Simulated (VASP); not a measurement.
# BaZrO3 (Pmmm) in VASP: a series of runs

Runs on BaZrO3. Level: LDA. Tasks: single point.

All numbers are computed with VASP 6.6.1; they aren't measurements. Logs are shortened: lines on timing, memory, paths and dates and some standing lists are left out, and cuts for length are marked.

### Step 1. The cell of the first run

It takes space group Pmmm (No. 47, orthorhombic). Conventional cell: a = 3.691 Å, b = 4.147 Å, c = 4.490 Å, α = 90.00°, β = 90.00°, γ = 90.00°. Ba (site symmetry mmm) has 12 O at 2.78 to 3.06 Å and 8 Zr at 3.57 Å and 2 Ba at 3.69 Å within 3.7 Å. Within 2.4 Å of Zr (site symmetry mmm) lie 6 O at 1.85 to 2.24 Å. O (site symmetry mmm) has 2 Zr at 1.85 Å within 2.4 Å. Within 3.0 Å of O (site symmetry mmm) lie 2 Zr at 2.24 Å and 4 Ba at 2.78 Å and 4 O at 2.91 Å. O (site symmetry mmm) has 2 Zr at 2.07 Å within 2.7 Å.

### Step 2. Single point, LDA (normal strain along x -0.1100, normal strain along y +0.0825)

Input file INCAR:

```
SYSTEM = BaZrO3
PREC     = Accurate       ! precision mode
ENCUT    = 520            ! plane-wave cutoff, eV
EDIFF    = 1E-6           ! SCF threshold, eV
ISMEAR   = 0              ! smearing method
SIGMA    = 0.05           ! smearing width, eV
LREAL    = .FALSE.        ! projectors in reciprocal space
LASPH    = .TRUE.         ! aspherical terms in the spheres
NELM     = 60             ! most SCF steps
ALGO     = Normal         ! electronic algorithm
ISIF     = 2              ! what is computed and relaxed
LWAVE    = .FALSE.        ! write WAVECAR
LCHARG   = .FALSE.        ! write CHGCAR
GGA      = CA             ! functional
NBANDS   = 28             ! bands
```

Input file KPOINTS:

```
regular mesh
0
G
  6 6 6
  0 0 0
```

Input file POSCAR:

```
BaZrO3
1.0
    3.6912343136      0.0000000000      0.0000000000
    0.0000000000      4.4896192634      0.0000000000
    0.0000000000      0.0000000000      4.1474542849
Ba Zr O
1 1 3
Direct
    0.5000000000      0.5000000000      0.5000000000
    0.0000000000      0.0000000000      0.0000000000
    0.5000000000      0.0000000000      0.0000000000
    0.0000000000      0.5000000000      0.0000000000
    0.0000000000      0.0000000000      0.5000000000
```

Potentials or basis: VASP PAW LDA potentials, release 64 (Ba_sv, Zr_sv, O).

Command:

```console
$ cat potpaw_LDA.64/Ba_sv/POTCAR potpaw_LDA.64/Zr_sv/POTCAR potpaw_LDA.64/O/POTCAR > POTCAR
$ mpirun -np 1 vasp_std > vasp.out
```

OUTCAR:

```text
SYSTEM = BaZrO3
   PREC = Accurate
   ENCUT = 520
   EDIFF = 1E-6
   ISMEAR = 0
   LREAL = .FALSE.
   LASPH = .TRUE.
   NELM = 60
   ISIF = 2
   GGA = CA

 ion  position               nearest neighbor table
   1  0.500  0.500  0.500-   4 2.78   4 2.78   4 2.78   4 2.78   5 2.91   5 2.91   5 2.91   5 2.91
                             3 3.06   3 3.06   3 3.06   3 3.06   2 3.57   2 3.57   2 3.57   2 3.57
   2  0.000  0.000  0.000-   3 1.85   3 1.85   5 2.07   5 2.07   4 2.24   4 2.24   1 3.57   1 3.57
                             1 3.57   1 3.57   1 3.57   1 3.57   1 3.57   1 3.57
   3  0.500  0.000  0.000-   2 1.85   2 1.85   1 3.06   1 3.06   1 3.06   1 3.06
   4  0.000  0.500  0.000-   2 2.24   2 2.24   1 2.78   1 2.78   1 2.78   1 2.78
   5  0.000  0.000  0.500-   2 2.07   2 2.07   1 2.91   1 2.91   1 2.91   1 2.91

  LATTYP: Found a simple orthorhombic cell.
 ALAT       =     3.6912343136
 B/A-ratio  =     1.1235955056
 C/A-ratio  =     1.2162921348

  Lattice vectors:

 A1 = (  -3.6912343136,   0.0000000000,   0.0000000000)
 A2 = (   0.0000000000,   0.0000000000,   4.1474542849)
 A3 = (   0.0000000000,   4.4896192634,   0.0000000000)

Analysis of symmetry for initial positions (statically):
=====================================================================
 Subroutine PRICEL returns:
 Original cell was already a primitive cell.

 Routine SETGRP: Setting up the symmetry group for a
 simple orthorhombic supercell.

 Subroutine GETGRP returns: Found  8 space group operations
 (whereof  8 operations were pure point group operations)
 out of a pool of  8 trial point group operations.

The static configuration has the point symmetry D_2h.

Analysis of symmetry for dynamics (positions and initial velocities):
=====================================================================
 Subroutine PRICEL returns:
 Original cell was already a primitive cell.

 Routine SETGRP: Setting up the symmetry group for a
 simple orthorhombic supercell.

 Subroutine GETGRP returns: Found  8 space group operations
 (whereof  8 operations were pure point group operations)
 out of a pool of  8 trial point group operations.

The dynamic configuration has the point symmetry D_2h.

 Subroutine INISYM returns: Found  8 space group operations
 (whereof  8 operations are pure point group operations),
 and found     1 'primitive' translations

----------------------------------------------------------------------------------------

                                     Primitive cell

  volume of cell :      68.7326

  direct lattice vectors                    reciprocal lattice vectors
     3.691234314  0.000000000  0.000000000     0.270912089  0.000000000  0.000000000
     0.000000000  4.489619263  0.000000000     0.000000000  0.222736036  0.000000000
     0.000000000  0.000000000  4.147454285     0.000000000  0.000000000  0.241111759

  length of vectors
     3.691234314  4.489619263  4.147454285     0.270912089  0.222736036  0.241111759

  position of ions in fractional coordinates (direct lattice)
     0.500000000  0.500000000  0.500000000
     0.000000000  0.000000000  0.000000000
     0.500000000  0.000000000  0.000000000
     0.000000000  0.500000000  0.000000000
     0.000000000  0.000000000  0.500000000

  ion indices of the primitive-cell ions
   primitive index   ion index
                 1           1
                 2           2
                 3           3
                 4           4
                 5           5

----------------------------------------------------------------------------------------

 KPOINTS: regular mesh

Automatic generation of k-mesh.
 Grid dimensions read from file:
 generate k-points for:    6    6    6

 Generating k-lattice:

  Cartesian coordinates                     Fractional coordinates (reciprocal lattice)
     0.045152015  0.000000000  0.000000000     0.166666667  0.000000000  0.000000000
     0.000000000  0.037122673  0.000000000     0.000000000  0.166666667  0.000000000
     0.000000000  0.000000000  0.040185293     0.000000000  0.000000000  0.166666667

  Length of vectors
     0.045152015  0.037122673  0.040185293

  Shift w.r.t. Gamma in fractional coordinates (k-lattice)
     0.000000000  0.000000000  0.000000000

 Subroutine IBZKPT returns following result:
 ===========================================

 Found     64 irreducible k-points:

 Following reciprocal coordinates:
            Coordinates               Weight
  0.000000  0.000000  0.000000      1.000000
  0.166667  0.000000  0.000000      2.000000
  0.333333  0.000000  0.000000      2.000000
  0.500000  0.000000  0.000000      1.000000
  0.000000  0.166667  0.000000      2.000000
  0.166667  0.166667  0.000000      4.000000
[... 16 lines left out ...]
  0.333333  0.166667  0.166667      8.000000
  0.500000  0.166667  0.166667      4.000000
 [... further k-points ...]
[... 63 lines left out ...]
  free energy    TOTEN  =       -44.21858610 eV

  energy without entropy =      -44.21858610  energy(sigma->0) =      -44.21858610

 E-fermi :   4.8256     XC(G=0): -11.5622

 val. band max:        4.6235778686   @ k =   0.0000   0.0000   0.0000
 cond. band min:       6.7240082637   @ k =   0.0000   0.0000   0.0000
 fundamental gap:      2.1004303951
 Fermi energy:         4.8255523881

 k-point     1 :       0.0000    0.0000    0.0000
  band No.  band energies     occupation
      1     -42.1743      2.00000
      2     -21.0808      2.00000
      3     -21.0065      2.00000
      4     -20.5580      2.00000
      5     -20.4828      2.00000
      6     -12.9774      2.00000
[... 20 lines left out ...]
     27      11.5420      0.00000
     28      13.0535      0.00000

 k-point     2 :       0.1667    0.0000    0.0000
  band No.  band energies     occupation
      1     -42.1687      2.00000
      2     -21.3847      2.00000
      3     -20.9122      2.00000
      4     -20.5490      2.00000
      5     -20.4732      2.00000
      6     -12.2835      2.00000
[... 20 lines left out ...]
     27      11.7356      0.00000
     28      12.6198      0.00000

 k-point     3 :       0.3333    0.0000    0.0000
  band No.  band energies     occupation
      1     -42.1574      2.00000
      2     -21.8365      2.00000
      3     -20.8098      2.00000
      4     -20.5309      2.00000
      5     -20.4541      2.00000
      6     -12.0983      2.00000
[... 20 lines left out ...]
     27      11.6131      0.00000
     28      12.7336      0.00000

 k-point     4 :       0.5000    0.0000    0.0000
  band No.  band energies     occupation
      1     -42.1518      2.00000
      2     -22.0339      2.00000
      3     -20.7606      2.00000
      4     -20.5218      2.00000
      5     -20.4445      2.00000
      6     -12.1974      2.00000
[... 20 lines left out ...]
     27      11.9891      0.00000
     28      12.6461      0.00000

 k-point     5 :       0.0000    0.1667    0.0000
  band No.  band energies     occupation
      1     -42.1739      2.00000
      2     -21.0801      2.00000
      3     -21.0431      2.00000
      4     -20.5569      2.00000
      5     -20.4631      2.00000
      6     -12.9995      2.00000
[... 20 lines left out ...]
     27      11.8789      0.00000
     28      12.8294      0.00000

 k-point     6 :       0.1667    0.1667    0.0000
  band No.  band energies     occupation
      1     -42.1683      2.00000
      2     -21.3749      2.00000
      3     -20.9543      2.00000
      4     -20.5480      2.00000
      5     -20.4610      2.00000
      6     -12.3113      2.00000
[... 463 lines left out ...]
      5     -20.4611      2.00000
      6     -13.0056      2.00000
[... 20 lines left out ...]
     27      12.5589      0.00000
     28      12.8064      0.00000

 k-point    22 :       0.1667    0.1667    0.1667
  band No.  band energies     occupation
      1     -42.1673      2.00000
      2     -21.3647      2.00000
      3     -20.9725      2.00000
      4     -20.5992      2.00000
      5     -20.4607      2.00000
      6     -12.3089      2.00000
[... 20 lines left out ...]
     27      12.3925      0.00000
     28      12.7285      0.00000

 k-point    23 :       0.3333    0.1667    0.1667
  band No.  band energies     occupation
      1     -42.1561      2.00000
      2     -21.8133      2.00000
      3     -20.8484      2.00000
      4     -20.5927      2.00000
      5     -20.4675      2.00000
      6     -11.8018      2.00000
[... 20 lines left out ...]
     27      12.1249      0.00000
     28      12.6340      0.00000

 k-point    24 :       0.5000    0.1667    0.1667
  band No.  band energies     occupation
      1     -42.1504      2.00000
      2     -22.0108      2.00000
      3     -20.7712      2.00000
      4     -20.6012      2.00000
      5     -20.4746      2.00000
      6     -11.8677      2.00000
[... 20 lines left out ...]
     27      12.4212      0.00000
     28      12.5809      0.00000

 [... further k-points ...]
[... 5 lines left out ...]
  --------------------------------------------------------------------------------------
  -------------------------------------------------------------------------------------
  Total       25.5271271     -4.6228975      2.6519379      0.0000000      0.0000000      0.0000000
  in kB      595.0449699   -107.7611227     61.8174668      0.0000000      0.0000000      0.0000000
  external PRESSURE =     183.0337713 kB  Pullay stress =       0.0000000 kB

 VOLUME and BASIS-vectors are now :
 -----------------------------------------------------------------------------
  energy-cutoff  :      520.00
  volume of cell :       68.73
      direct lattice vectors                 reciprocal lattice vectors
     3.691234314  0.000000000  0.000000000     0.270912089  0.000000000  0.000000000
     0.000000000  4.489619263  0.000000000     0.000000000  0.222736036  0.000000000
     0.000000000  0.000000000  4.147454285     0.000000000  0.000000000  0.241111759

 POSITION                                       TOTAL-FORCE (eV/Angst)
 -----------------------------------------------------------------------------------
      1.84562      2.24481      2.07373         0.000000      0.000000      0.000000
      0.00000      0.00000      0.00000         0.000000      0.000000      0.000000
      1.84562      0.00000      0.00000         0.000000      0.000000      0.000000
      0.00000      2.24481      0.00000         0.000000      0.000000      0.000000
      0.00000      0.00000      2.07373         0.000000      0.000000      0.000000
 -----------------------------------------------------------------------------------
    total drift:                               -0.000000      0.000000     -0.000000

  FREE ENERGIE OF THE ION-ELECTRON SYSTEM (eV)
  ---------------------------------------------------
  free  energy   TOTEN  =       -44.2185860978 eV

  energy  without entropy=      -44.2185860978  energy(sigma->0) =      -44.21858610
```

Run time: 42 s. Hardware: 1 thread of Intel Xeon 6975P-C (Granite Rapids), shared host; peak memory 0.24 GiB.

What came out:

```yaml
Free_energy: -44.2186 eV
Pressure: 18.3 GPa
Band_gap_on_the_k_mesh: 2.10 eV, direct
```

Caveat: the cell differs from its parent crystal (normal strain along x -0.1100, normal strain along y +0.0825); spin-orbit coupling is left out, which moves the levels of the heavy elements.

### Step 3. Single point, LDA (normal strain along x -0.1100, normal strain along y +0.1100)

Changes to INCAR since step 2:

```diff
@@ -8,3 +8,3 @@
 LASPH    = .TRUE.         ! aspherical terms in the spheres
-NELM     = 60             ! most SCF steps
+NELM     = 80             ! most SCF steps
 ALGO     = Normal         ! electronic algorithm
```

Input file KPOINTS:

```
Automatic mesh
0
G
  6 6 6
  0 0 0
```

Changes to POSCAR since step 2:

```diff
@@ -3,3 +3,3 @@
     3.6912343136      0.0000000000      0.0000000000
-    0.0000000000      4.4896192634      0.0000000000
+    0.0000000000      4.6036742562      0.0000000000
     0.0000000000      0.0000000000      4.1474542849
```

Potentials or basis: VASP PAW LDA potentials, release 64 (Ba_sv, Zr_sv, O).

Command:

```console
$ cat potpaw_LDA.64/Ba_sv/POTCAR potpaw_LDA.64/Zr_sv/POTCAR potpaw_LDA.64/O/POTCAR > POTCAR
$ mpirun -np 1 vasp_std > vasp.out
```

It took 43 s on 1 thread of Intel Xeon 6975P-C (Granite Rapids), shared host; peak memory 0.24 GiB.

Results (log left out):

* Free energy: -44.0769 eV
* Pressure: 14.9 GPa
* Band gap on the k mesh: 2.10 eV, direct

Stress tensor (GPa, compression positive):
```
 56.07   0.00   0.00
  0.00 -15.32   0.00
  0.00   0.00   3.92
```

Levels at points of the mesh, in eV from the valence-band top:
| k point | band 17 | band 18 | band 19 | band 20 | band 21 | band 22 | band 23 | band 24 |
| --- | --- | --- | --- | --- | --- | --- | --- | --- |
| (0.00, 0.00, 0.00) | -1.00 | -0.99 | -0.70 | 0.00 | 2.10 | 2.79 | 3.15 | 3.21 |
| (0.50, 0.00, 0.00) | -2.46 | -2.35 | -1.14 | -0.98 | 3.00 | 5.90 | 6.41 | 6.93 |
| (0.00, 0.50, 0.00) | -1.41 | -1.35 | -0.95 | -0.05 | 3.36 | 4.18 | 4.37 | 4.41 |
| (0.50, 0.50, 0.00) | -1.58 | -1.57 | -1.19 | -1.18 | 4.35 | 5.69 | 6.67 | 6.90 |
| (0.00, 0.00, 0.50) | -2.15 | -1.82 | -1.22 | -0.06 | 3.21 | 5.21 | 5.24 | 5.48 |
| (0.50, 0.00, 0.50) | -1.59 | -0.89 | -0.84 | -0.57 | 5.21 | 5.37 | 6.33 | 7.48 |
| (0.00, 0.50, 0.50) | -2.34 | -2.20 | -1.12 | -0.12 | 4.42 | 4.98 | 5.45 | 6.01 |
| (0.50, 0.50, 0.50) | -2.48 | -0.66 | -0.48 | -0.42 | 4.78 | 4.86 | 5.98 | 6.08 |

Caveat: the cell differs from its parent crystal (normal strain along x -0.1100, normal strain along y +0.1100); spin-orbit coupling is left out, which moves the levels of the heavy elements. A k mesh can miss the band edges.

### Step 4. Single point, LDA (normal strain along x -0.0550, normal strain along y +0.0550)

Input file INCAR:

```
SYSTEM = BaZrO3
ALGO = Normal ; EDIFF = 1E-7
ENCUT = 520 ; GGA = CA
ISIF = 2 ; ISMEAR = 0
LASPH = .True. ; LCHARG = .False.
LREAL = .False. ; LWAVE = .False.
NBANDS = 28 ; NELM = 100
PREC = Accurate ; SIGMA = 0.05
```

Input file KPOINTS:

```
k-points
0
Gamma
  6 6 6
  0 0 0
```

Changes to POSCAR since step 3:

```diff
@@ -2,4 +2,4 @@
 1.0
-    3.6912343136      0.0000000000      0.0000000000
-    0.0000000000      4.6036742562      0.0000000000
+    3.9193442992      0.0000000000      0.0000000000
+    0.0000000000      4.3755642706      0.0000000000
     0.0000000000      0.0000000000      4.1474542849
```

Command:

```console
$ cat potpaw_LDA.64/Ba_sv/POTCAR potpaw_LDA.64/Zr_sv/POTCAR potpaw_LDA.64/O/POTCAR > POTCAR
$ mpirun -np 1 vasp_std > vasp.out
```

Run time: 94 s. Hardware: 1 thread of Intel Xeon Platinum 8259CL at 2.50GHz (Skylake/Cascade Lake), shared host; peak memory 0.24 GiB.

It converged, with:

```
Free energy            : -45.3595 eV
Pressure               : 4.7 GPa
Band gap on the k mesh : 2.79 eV, indirect (least direct gap 2.85 eV)
```

Stress tensor (GPa, compression positive):
```
21.64  0.00  0.00
 0.00 -9.56  0.00
 0.00  0.00  2.11
```

Levels at points of the mesh, in eV from the valence-band top:
| k point | band 16 | band 17 | band 18 | band 19 | band 20 | band 21 | band 22 | band 23 | band 24 | band 25 |
| --- | --- | --- | --- | --- | --- | --- | --- | --- | --- | --- |
| (0.00, 0.00, 0.00) | -1.00 | -0.88 | -0.41 | -0.27 | -0.06 | 2.79 | 3.09 | 3.31 | 4.05 | 4.88 |
| (0.50, 0.00, 0.00) | -2.03 | -1.96 | -1.86 | -0.62 | -0.51 | 3.46 | 6.51 | 6.57 | 6.92 | 7.03 |
| (0.00, 0.50, 0.00) | -1.73 | -1.38 | -1.35 | -0.48 | -0.21 | 3.64 | 5.14 | 5.21 | 5.62 | 6.50 |
| (0.50, 0.50, 0.00) | -2.43 | -1.05 | -1.05 | -0.78 | -0.33 | 5.20 | 6.41 | 6.46 | 6.73 | 7.92 |
| (0.00, 0.00, 0.50) | -1.84 | -1.83 | -1.69 | -0.63 | -0.23 | 3.56 | 5.72 | 5.84 | 6.10 | 6.81 |
| (0.50, 0.00, 0.50) | -2.85 | -1.01 | -0.68 | -0.67 | -0.09 | 5.69 | 6.28 | 6.32 | 7.16 | 8.29 |
| (0.00, 0.50, 0.50) | -2.17 | -1.45 | -1.43 | -0.40 | -0.38 | 5.24 | 5.80 | 5.92 | 6.60 | 7.30 |
| (0.50, 0.50, 0.50) | -2.88 | -2.25 | -0.18 | -0.07 | 0.00 | 5.59 | 5.77 | 6.24 | 6.76 | 7.38 |

Caveat: the cell differs from its parent crystal (normal strain along x -0.0550, normal strain along y +0.0550); spin-orbit coupling is left out, which moves the levels of the heavy elements.

### Step 5. Summary

| cell | gap on the mesh (eV) | pressure (GPa) |
| --- | --- | --- |
| a = 3.691, b = 4.490, c = 4.147 Å, 5 atoms | 2.10 | 18.3 |
| a = 3.691, b = 4.604, c = 4.147 Å, 5 atoms | 2.10 | 14.9 |
| a = 3.919, b = 4.376, c = 4.147 Å, 5 atoms | 2.79 | 4.7 |

Alike in all rows: task single point; level LDA; potentials or basis VASP PAW LDA potentials, release 64 (Ba_sv, Zr_sv, O); no spin polarisation; k mesh 6 × 6 × 6; cutoff (eV) 520; smearing gaussian 0.05 eV.

Caveats: spin-orbit coupling is left out, which moves the levels of the heavy elements.

Total energies depend on the potentials used, so only differences within one code and one set of settings carry meaning.
